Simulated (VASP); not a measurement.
# Ta (Fd-3m) in VASP: further runs, part 2 of 2

VASP 6.6.1. Earlier steps stand in the parts before.

## (4) Single point, LDA (volume scaled by 0.55)

INCAR

```
SYSTEM = Ta
PREC     = Accurate       ! precision mode
ENCUT    = 520            ! plane-wave cutoff, eV
EDIFF    = 1E-6           ! SCF threshold, eV
ISMEAR   = -1             ! smearing method
SIGMA    = 0.08           ! smearing width, eV
LREAL    = .FALSE.        ! projectors in reciprocal space
LASPH    = .TRUE.         ! aspherical terms in the spheres
NELM     = 60             ! most SCF steps
ALGO     = Normal         ! electronic algorithm
ISIF     = 2              ! what is computed and relaxed
LWAVE    = .FALSE.        ! write WAVECAR
LCHARG   = .TRUE.         ! write CHGCAR
LELF     = .TRUE.         ! ELF
LVHAR    = .TRUE.       
NBANDS   = 18             ! bands
```

KPOINTS

```
regular mesh
0
G
  13 13 13
  0 0 0
```

POSCAR

```
Ta
1.0
    0.0000000000      2.4305756614      2.4305756614
    2.4305756614      0.0000000000      2.4305756614
    2.4305756614      2.4305756614      0.0000000000
Ta
2
Direct
   -0.1250000000     -0.1250000000     -0.1250000000
    0.1250000000      0.1250000000      0.1250000000
```

Potentials or basis: VASP PAW LDA potentials, release 64 (Ta_pv).

Command:

```sh
> cat potpaw_LDA.64/Ta_pv/POTCAR > POTCAR
> mpirun -np 1 vasp_std > vasp.out
```

OUTCAR:

```text
SYSTEM = Ta
   PREC = Accurate
   ENCUT = 520
   EDIFF = 1E-6
   ISMEAR = -1
   LREAL = .FALSE.
   LASPH = .TRUE.
   NELM = 60
   ISIF = 2

 ion  position               nearest neighbor table
   1  0.875  0.875  0.875-   2 2.10   2 2.10   2 2.10   2 2.10
   2  0.125  0.125  0.125-   1 2.10   1 2.10   1 2.10   1 2.10

  LATTYP: Found a face centered cubic cell.
 ALAT       =     4.8611513228

  Lattice vectors:

 A1 = (   0.0000000000,   2.4305756614,   2.4305756614)
 A2 = (   2.4305756614,   0.0000000000,   2.4305756614)
 A3 = (   2.4305756614,   2.4305756614,   0.0000000000)

Analysis of symmetry for initial positions (statically):
=====================================================================
 Subroutine PRICEL returns:
 Original cell was already a primitive cell.

 Routine SETGRP: Setting up the symmetry group for a
 face centered cubic supercell.

 Subroutine GETGRP returns: Found 48 space group operations
 (whereof 12 operations were pure point group operations)
 out of a pool of 48 trial point group operations.
[... 154 lines left out ...]

 number of electron      22.0000002 magnetization

 Free energy of the ion-electron system (eV)
  ---------------------------------------------------
  ext. energy  EPLUGINS =         0.00000000
  ---------------------------------------------------
  free energy    TOTEN  =       -12.58335413 eV

  energy without entropy =      -12.55999712  energy(sigma->0) =      -12.57167562

 E-fermi :   7.5365     XC(G=0): -13.5614

 val. band max:        7.5342630843   @ k =  -0.3077   0.0769   0.0000
 cond. band min:       7.5656233616   @ k =   0.2308   0.0000   0.0000
 fundamental gap:      0.0313602773
 Fermi energy:         7.5365000171

 k-point     1 :       0.0000    0.0000    0.0000
  band No.  band energies     occupation
      1     -28.5466      2.00000
      2     -28.5466      2.00000
      3     -28.5466      2.00000
      4     -24.7493      2.00000
      5     -24.7493      2.00000
      6     -24.7493      2.00000
[... 481 lines left out ...]
      5     -23.8617      2.00000
      6     -23.6547      2.00000
[... 10 lines left out ...]
     17      16.7349      0.00000
     18      17.3066      0.00000

 [... further k-points ...]
[... 5 lines left out ...]
  --------------------------------------------------------------------------------------
  -------------------------------------------------------------------------------------
  Total       29.9126354     29.9126354     29.9126354      0.0000000      0.0000000      0.0000000
  in kB     1668.8135984   1668.8135984   1668.8135984      0.0000000      0.0000000      0.0000000
  external PRESSURE =    1668.8135984 kB  Pullay stress =       0.0000000 kB

 VOLUME and BASIS-vectors are now :
 -----------------------------------------------------------------------------
  energy-cutoff  :      520.00
  volume of cell :       28.72
      direct lattice vectors                 reciprocal lattice vectors
     0.000000000  2.430575661  2.430575661    -0.205712584  0.205712584  0.205712584
     2.430575661  0.000000000  2.430575661     0.205712584 -0.205712584  0.205712584
     2.430575661  2.430575661  0.000000000     0.205712584  0.205712584 -0.205712584

 POSITION                                       TOTAL-FORCE (eV/Angst)
 -----------------------------------------------------------------------------------
      4.25351      4.25351      4.25351        -0.000000     -0.000000     -0.000000
      0.60764      0.60764      0.60764         0.000000      0.000000      0.000000
 -----------------------------------------------------------------------------------
    total drift:                                0.000000     -0.000000     -0.000000

  FREE ENERGIE OF THE ION-ELECTRON SYSTEM (eV)
  ---------------------------------------------------
  free  energy   TOTEN  =       -12.5833541263 eV

  energy  without entropy=      -12.5599971231  energy(sigma->0) =      -12.57167562
```

OSZICAR:

```text
N       E                     dE             d eps       ncg     rms          rms(c)
DAV:   1     0.191715122440E+03    0.19172E+03   -0.12929E+04  3024   0.133E+03
DAV:   2    -0.830054558172E+01   -0.20002E+03   -0.19554E+03  3620   0.379E+02
DAV:   3    -0.130066596127E+02   -0.47061E+01   -0.46597E+01  3504   0.561E+01
DAV:   4    -0.130378979370E+02   -0.31238E-01   -0.31201E-01  3630   0.460E+00
DAV:   5    -0.130381234088E+02   -0.22547E-03   -0.22546E-03  3586   0.365E-01    0.405E+01
DAV:   6    -0.127250974285E+02    0.31303E+00   -0.85291E-02  3248   0.180E+00    0.246E+01
DAV:   7    -0.125854518014E+02    0.13965E+00   -0.12514E-01  3112   0.227E+00    0.304E-01
DAV:   8    -0.125833185783E+02    0.21332E-02   -0.91554E-03  3486   0.700E-01    0.903E-02
DAV:   9    -0.125833468524E+02   -0.28274E-04   -0.14512E-04  3662   0.919E-02    0.500E-02
DAV:  10    -0.125833542669E+02   -0.74144E-05   -0.15224E-05  3652   0.380E-02    0.505E-03
DAV:  11    -0.125833541263E+02    0.14058E-06   -0.10876E-06  1942   0.958E-03
   1 F= -.12583354E+02 E0= -.12571676E+02  d E =-.233570E-01
```

stdout:

```text
POSCAR found type information on POSCAR Ta
 POSCAR found :  1 types and       2 ions
 scaLAPACK will be used
 LDA part: xc-table for (Slater(with rela. corr.)+CA(PZ))
 , standard interpolation
 POSCAR, INCAR and KPOINTS ok, starting setup
 FFT: planning ... GRIDC
 FFT: planning ... GRID_SOFT
 FFT: planning ... GRID
 WAVECAR not read
 entering main loop
```

It took 16 s on 1 thread of Intel Xeon 6975P-C (Granite Rapids), shared host; peak memory 0.16 GiB.

Results:

- Free energy: -12.5834 eV
- Pressure: 166.9 GPa
- Band gap on the k mesh: zero (band 11 reaches 8.95 eV, above the bottom of band 12 at 5.64 eV)

Levels at points of the mesh, in eV from the Fermi level:
| k point | band 7 | band 8 | band 9 | band 10 | band 11 | band 12 | band 13 | band 14 | band 15 | band 16 |
| --- | --- | --- | --- | --- | --- | --- | --- | --- | --- | --- |
| (0.00, 0.00, 0.00) | -7.91 | -4.25 | -4.25 | -0.78 | -0.78 | -0.78 | 3.95 | 3.95 | 3.95 | 11.28 |

Caveat: spin-orbit coupling is left out, which moves the levels of the heavy elements.

## (5) Single point, LDA (volume scaled by 0.65)

INCAR

```
SYSTEM = Ta
PREC = Accurate ; ENCUT = 520
EDIFF = 1E-6 ; ISMEAR = -1
SIGMA = 0.08 ; LREAL = .FALSE.
LASPH = .TRUE. ; NELM = 80
ALGO = Normal ; ISIF = 2
LWAVE = .FALSE. ; LCHARG = .FALSE.
GGA = CA ; NBANDS = 18
```

KPOINTS

```
Automatic mesh
0
G
  13 13 13
  0 0 0
```

POSCAR

```
Ta
1.0
    0.0000000000      2.5697608032      2.5697608032
    2.5697608032      0.0000000000      2.5697608032
    2.5697608032      2.5697608032      0.0000000000
Ta
2
Direct
   -0.1250000000     -0.1250000000     -0.1250000000
    0.1250000000      0.1250000000      0.1250000000
```

Command:

```sh
> cat potpaw_LDA.64/Ta_pv/POTCAR > POTCAR
> mpirun -np 1 vasp_std > vasp.out
```

Run time: 16 s. Hardware: 1 thread of Intel Xeon 6975P-C (Granite Rapids), shared host; peak memory 0.16 GiB.

Results (log left out):

| Item | Value |
| --- | --- |
| Free energy | -16.4960 eV |
| Pressure | 82.4 GPa |
| Band gap on the k mesh | zero (band 11 reaches 6.70 eV, above the bottom of band 12 at 4.50 eV) |

Levels at points of the mesh, in eV from the Fermi level:
| k point | band 8 | band 9 | band 10 | band 11 | band 12 | band 13 | band 14 | band 15 |
| --- | --- | --- | --- | --- | --- | --- | --- | --- |
| (0.00, 0.00, 0.00) | -3.17 | -3.17 | -0.63 | -0.63 | -0.63 | 3.18 | 3.18 | 3.18 |

Caveat: spin-orbit coupling is left out, which moves the levels of the heavy elements.

## (6) Single point, LDA (volume scaled by 0.65)

INCAR

```
ALGO = Normal
EDIFF = 1E-7
ENCUT = 520
ISIF = 2
ISMEAR = -1
LASPH = T
LCHARG = F
LREAL = F
LWAVE = F
NBANDS = 18
NELM = 100
PREC = Accurate
SIGMA = 0.08
```

KPOINTS

```
k-points
0
Gamma
  13 13 13
```

POSCAR is that of step 5.

Potentials or basis: VASP PAW LDA potentials, release 64 (Ta_pv).

Command:

```sh
> cat potpaw_LDA.64/Ta_pv/POTCAR > POTCAR
> mpirun -np 1 vasp_std > vasp.out
```

OUTCAR:

```text
EDIFF = 1E-7
   ENCUT = 520
   ISIF = 2
   ISMEAR = -1
   LASPH = T
   LREAL = F
   NELM = 100
   PREC = Accurate

 ion  position               nearest neighbor table
   1  0.875  0.875  0.875-   2 2.23   2 2.23   2 2.23   2 2.23
   2  0.125  0.125  0.125-   1 2.23   1 2.23   1 2.23   1 2.23

  LATTYP: Found a face centered cubic cell.
 ALAT       =     5.1395216064

  Lattice vectors:

 A1 = (   0.0000000000,   2.5697608032,   2.5697608032)
 A2 = (   2.5697608032,   0.0000000000,   2.5697608032)
 A3 = (   2.5697608032,   2.5697608032,   0.0000000000)

Analysis of symmetry for initial positions (statically):
=====================================================================
 Subroutine PRICEL returns:
 Original cell was already a primitive cell.

 Routine SETGRP: Setting up the symmetry group for a
 face centered cubic supercell.

 Subroutine GETGRP returns: Found 48 space group operations
 (whereof 12 operations were pure point group operations)
 out of a pool of 48 trial point group operations.

The static configuration has the point symmetry D_3d.
 The point group associated with its full space group is O_h .

Analysis of symmetry for dynamics (positions and initial velocities):
=====================================================================
 Subroutine PRICEL returns:
 Original cell was already a primitive cell.

 Routine SETGRP: Setting up the symmetry group for a
 face centered cubic supercell.

 Subroutine GETGRP returns: Found 48 space group operations
 (whereof 12 operations were pure point group operations)
 out of a pool of 48 trial point group operations.

The dynamic configuration has the point symmetry D_3d.
 The point group associated with its full space group is O_h .

 Subroutine INISYM returns: Found 48 space group operations
 (whereof 12 operations are pure point group operations),
 and found     1 'primitive' translations

----------------------------------------------------------------------------------------

                                     Primitive cell

  volume of cell :      33.9397

  direct lattice vectors                    reciprocal lattice vectors
     0.000000000  2.569760803  2.569760803    -0.194570638  0.194570638  0.194570638
     2.569760803  0.000000000  2.569760803     0.194570638 -0.194570638  0.194570638
     2.569760803  2.569760803  0.000000000     0.194570638  0.194570638 -0.194570638

  length of vectors
     3.634190580  3.634190580  3.634190580     0.337006231  0.337006231  0.337006231

  position of ions in fractional coordinates (direct lattice)
     0.875000000  0.875000000  0.875000000
     0.125000000  0.125000000  0.125000000

  ion indices of the primitive-cell ions
   primitive index   ion index
                 1           1
                 2           2

----------------------------------------------------------------------------------------

 KPOINTS: k-points

Automatic generation of k-mesh.
 Grid dimensions read from file:
 generate k-points for:   13   13   13

 Generating k-lattice:

  Cartesian coordinates                     Fractional coordinates (reciprocal lattice)
    -0.014966972  0.014966972  0.014966972     0.076923077  0.000000000  0.000000000
     0.014966972 -0.014966972  0.014966972     0.000000000  0.076923077  0.000000000
     0.014966972  0.014966972 -0.014966972     0.000000000  0.000000000  0.076923077

  Length of vectors
     0.025923556  0.025923556  0.025923556

  Shift w.r.t. Gamma in fractional coordinates (k-lattice)
     0.000000000  0.000000000  0.000000000

 Subroutine IBZKPT returns following result:
 ===========================================

 Found     84 irreducible k-points:

 Following reciprocal coordinates:
            Coordinates               Weight
  0.000000  0.000000  0.000000      1.000000
  0.076923  0.000000  0.000000      8.000000
  0.153846  0.000000  0.000000      8.000000
  0.230769  0.000000  0.000000      8.000000
  0.307692  0.000000  0.000000      8.000000
  0.384615  0.000000  0.000000      8.000000
[... 16 lines left out ...]
  0.384615  0.153846  0.000000     24.000000
  0.461538  0.153846  0.000000     24.000000
 [... further k-points ...]
   k-points           NKPTS =     84   k-points in BZ     NKDIM =     84   number of bands    NBANDS=     18
   number of dos      NEDOS =    301   number of ions     NIONS =      2
   total plane-waves  NPLWV =  21952
   dimension x,y,z NGX =    28 NGY =   28 NGZ =   28
   dimension x,y,z NGXF=    56 NGYF=   56 NGZF=   56
   ions per type =               2
   NGX,Y,Z   is equivalent  to a cutoff of  12.81, 12.81, 12.81 a.u.
   NGXF,Y,Z  is equivalent  to a cutoff of  25.62, 25.62, 25.62 a.u.
 SYSTEM =  unknown system
   PREC   = accura    normal or accurate (medium, high low for compatibility)
   ISTART =      0    job   : 0-new  1-cont  2-samecut
   ICHARG =      2    charge: 1-file 2-atom 10-const
   ISPIN  =      1    spin polarized calculation?
   LNONCOLLINEAR =      F non collinear calculations
   LSORBIT =      F    spin-orbit coupling
   LASPH  =      T    aspherical Exc in radial PAW
   ENCUT  =  520.0 eV  38.22 Ry    6.18 a.u.   6.76  6.76  6.76*2*pi/ulx,y,z
   NELM   =    100;   NELMIN=  2; NELMDL= -5     # of ELM steps
   EDIFF  = 0.1E-06   stopping-criterion for ELM
   LREAL  =      F    real-space projection
   EDIFFG = 0.1E-05   stopping-criterion for IOM
   NSW    =      0    number of steps for IOM
   IBRION =     -1    ionic relax: 0-MD 1-quasi-New 2-CG
   NFREE  =      0    steps in history (QN), initial steepest desc. (CG)
   ISIF   =      2    stress and relaxation
   ISYM   =      2    0-nonsym 1-usesym 2-fastsym
   POTIM  = 0.5000    time-step for ionic-motion
   TEBEG  =    0.0;   TEEND  =   0.0 temperature during run
   PSTRESS=    0.0 pullay stress
   NELECT =      22.0000    total number of electrons
   NUPDOWN=      -1.0000    fix difference up-down
   EMIN   =  10.00;   EMAX   =-10.00  energy-range for DOS
   EFERMI =   0.00;   METHOD = LEGACY
   ISMEAR =    -1;   SIGMA  =   0.08  broadening in eV -4-tet -1-fermi 0-gaus
   EFERMI_NEDOS =   21; number of points for ismear=-14 and -15
   IALGO  =     38    algorithm
   IMIX   =      4    mixing-type and parameters
     AMIX     =   0.40;   BMIX     =  1.00
     AMIX_MAG =   1.60;   BMIX_MAG =  1.00
  volume/ion in A,a.u.               =      16.97       114.52
  Fermi-wavevector in a.u.,A,eV,Ry     =   1.416815  2.677391 27.311840  2.007364
  Thomas-Fermi vector in A             =   2.538110
   LORBIT       =      0    0 simple, 1 ext, 2 COOP (PROOUT), +10 PAW based schemes
   GGA     = CA    functional components
   LHFCALC =     F    Hartree Fock is set to
   AEXX    =    0.0000 exact exchange contribution
   IVDW    =     0    specifies the selected vdW correction
   LEPSILON=     F    determine dielectric tensor
   LRPA    =     F    only Hartree local field effects (RPA)
 non-spin polarized calculation
  energy-cutoff  :      520.00
  volume of cell :       33.94
 maximum number of plane-waves:       941
   NGX = 13   NGY = 13   NGZ = 13

 number of electron      22.0000004 magnetization

 Free energy of the ion-electron system (eV)
  ---------------------------------------------------
  ext. energy  EPLUGINS =         0.00000000
  ---------------------------------------------------
  free energy    TOTEN  =       -16.49604344 eV

  energy without entropy =      -16.46370122  energy(sigma->0) =      -16.47987233

 E-fermi :   5.8511     XC(G=0): -12.6688

 val. band max:        5.8420229651   @ k =  -0.3846   0.3846   0.1538
 cond. band min:       5.8750884306   @ k =   0.2308   0.0000   0.0000
 fundamental gap:      0.0330654655
 Fermi energy:         5.8511055929

 k-point     1 :       0.0000    0.0000    0.0000
  band No.  band energies     occupation
      1     -29.2657      2.00000
      2     -29.2657      2.00000
      3     -29.2657      2.00000
      4     -26.5099      2.00000
      5     -26.5099      2.00000
      6     -26.5099      2.00000
[... 10 lines left out ...]
     17      15.4641      0.00000
     18      17.4334      0.00000

 k-point     2 :       0.0769    0.0000    0.0000
  band No.  band energies     occupation
      1     -29.2887      2.00000
      2     -29.2887      2.00000
      3     -29.2690      2.00000
      4     -26.5038      2.00000
      5     -26.4809      2.00000
      6     -26.4809      2.00000
[... 10 lines left out ...]
     17      15.4115      0.00000
     18      17.2980      0.00000
[... 442 lines left out ...]
 k-point    24 :       0.4615    0.1538    0.0000
  band No.  band energies     occupation
      1     -29.8349      2.00000
      2     -29.6982      2.00000
      3     -28.9366      2.00000
      4     -26.7968      2.00000
      5     -25.9476      2.00000
      6     -25.8236      2.00000
[... 10 lines left out ...]
     17      13.8981      0.00000
     18      14.2333      0.00000

 [... further k-points ...]
[... 5 lines left out ...]
  --------------------------------------------------------------------------------------
  -------------------------------------------------------------------------------------
  Total       17.4515710     17.4515710     17.4515710      0.0000000      0.0000000      0.0000000
  in kB      823.8288818    823.8288818    823.8288818      0.0000000      0.0000000      0.0000000
  external PRESSURE =     823.8288818 kB  Pullay stress =       0.0000000 kB

 VOLUME and BASIS-vectors are now :
 -----------------------------------------------------------------------------
  energy-cutoff  :      520.00
  volume of cell :       33.94
      direct lattice vectors                 reciprocal lattice vectors
     0.000000000  2.569760803  2.569760803    -0.194570638  0.194570638  0.194570638
     2.569760803  0.000000000  2.569760803     0.194570638 -0.194570638  0.194570638
     2.569760803  2.569760803  0.000000000     0.194570638  0.194570638 -0.194570638

 POSITION                                       TOTAL-FORCE (eV/Angst)
 -----------------------------------------------------------------------------------
      4.49708      4.49708      4.49708         0.000000     -0.000000     -0.000000
      0.64244      0.64244      0.64244        -0.000000      0.000000      0.000000
 -----------------------------------------------------------------------------------
    total drift:                                0.000000     -0.000000     -0.000000

  FREE ENERGIE OF THE ION-ELECTRON SYSTEM (eV)
  ---------------------------------------------------
  free  energy   TOTEN  =       -16.4960434423 eV

  energy  without entropy=      -16.4637012188  energy(sigma->0) =      -16.47987233
```

stdout:

```text
POSCAR found type information on POSCAR Ta
 POSCAR found :  1 types and       2 ions
 scaLAPACK will be used
 LDA part: xc-table for (Slater(with rela. corr.)+CA(PZ))
 , standard interpolation
 POSCAR, INCAR and KPOINTS ok, starting setup
 FFT: planning ... GRIDC
 FFT: planning ... GRID_SOFT
 FFT: planning ... GRID
 WAVECAR not read
 entering main loop
```

Run time: 16 s. Hardware: 1 thread of Intel Xeon 6975P-C (Granite Rapids), shared host; peak memory 0.16 GiB.

Results:

| Property | Result |
| --- | --- |
| Free energy | -16.4960 eV |
| Pressure | 82.4 GPa |
| Band gap on the k mesh | zero (band 11 reaches 6.70 eV, above the bottom of band 12 at 4.50 eV) |

Levels at points of the mesh, in eV from the Fermi level:
| k point | band 8 | band 9 | band 10 | band 11 | band 12 | band 13 | band 14 | band 15 |
| --- | --- | --- | --- | --- | --- | --- | --- | --- |
| (0.00, 0.00, 0.00) | -3.17 | -3.17 | -0.63 | -0.63 | -0.63 | 3.18 | 3.18 | 3.18 |

Caveat: spin-orbit coupling is left out, which moves the levels of the heavy elements.

## (7) The runs side by side

| cell | gap on the mesh (eV) | pressure (GPa) |
| --- | --- | --- |
| a = 3.215 Å, angles 60.0°, 2 atoms | none | 352.5 |
| a = 3.437 Å, angles 60.0°, 2 atoms | none | 166.9 |
| a = 3.634 Å, angles 60.0°, 2 atoms | none | 82.4 |

Alike in all rows: task single point; level LDA; potentials or basis VASP PAW LDA potentials, release 64 (Ta_pv); no spin polarisation; k mesh 13 × 13 × 13; cutoff (eV) 520; smearing fermi-dirac 0.08 eV.

Caveats: spin-orbit coupling is left out, which moves the levels of the heavy elements.

Absolute energies hang on the potentials; compare differences alone.
